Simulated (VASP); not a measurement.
Wanted: the native input for a VASP 6.6.1 run.

```yaml
Task: relaxation of cell and atoms
Functional: PBE
Potentials_or_basis: VASP PAW PBE potentials, release 64 (Ru_pv)
Cutoff: 600 eV
k_mesh: 9 × 9 × 12
Occupations: fermi-dirac, width 0.1 eV
Spin: no spin polarisation
Dipole_correction: no
Further_INCAR_settings: ALGO = Normal; EDIFF = 1e-07; IBRION = 2; EDIFFG = -0.01; NSW = 80; ISIF = 3
```

The structure of Ru lies in POSCAR:

```
Ru
1.0
    4.2469224303      0.0000000000      0.0000000000
   -2.1234612151      3.6779427125      0.0000000000
    0.0000000000      0.0000000000      2.6033634498
Ru
3
Direct
    0.0000000000      0.0000000000      0.0000000000
    0.3333333333      0.6666666667      0.5000000000
    0.6666666667      0.3333333333      0.5000000000
```

This isn't the form of Ru at room conditions, which is hcp.

One way to write it, as run:

INCAR

```
  PREC = Accurate
  ENCUT = 600
  EDIFF = 1E-7
  ISMEAR = -1
  SIGMA = 0.1
  LREAL = False
  LASPH = True
  NELM = 80
  ALGO = Normal
  ISIF = 3
  LWAVE = False
  LCHARG = False
  GGA = PE
  IBRION = 2
  NSW = 80
  EDIFFG = -0.01
```

KPOINTS

```
regular mesh
0
Gamma
  9 9 12
```

Potentials or basis: VASP PAW PBE potentials, release 64 (Ru_pv).

The run is started by

```console
$ cat potpaw_PBE.64/Ru_pv/POTCAR > POTCAR
$ mpirun -np 1 vasp_std > vasp.out
```

It gave:

```json
{"Relaxed volume": "14.12 Å³/atom", "Relaxed cell": "a = 4.270 Å, b = 4.270 Å, c = 2.682 Å, α = 90.00°, β = 90.00°, γ = 120.00°", "Space group after relaxing (to 0.1 Å)": "P6/mmm (No. 191)", "Energy gained by relaxing": "28.1 meV/atom", "Ionic steps": "9", "Pressure after relaxing": "0.0 GPa", "Band gap on the k mesh": "zero (bands 21 and 22 overlap by 2.38 eV)"}
```

Wall time 12 min on 1 thread of Intel(R) Xeon(R) Platinum 8259CL CPU @ 2.50GHz (Skylake/Cascade Lake), on a shared host, peak memory 0.24 GiB.
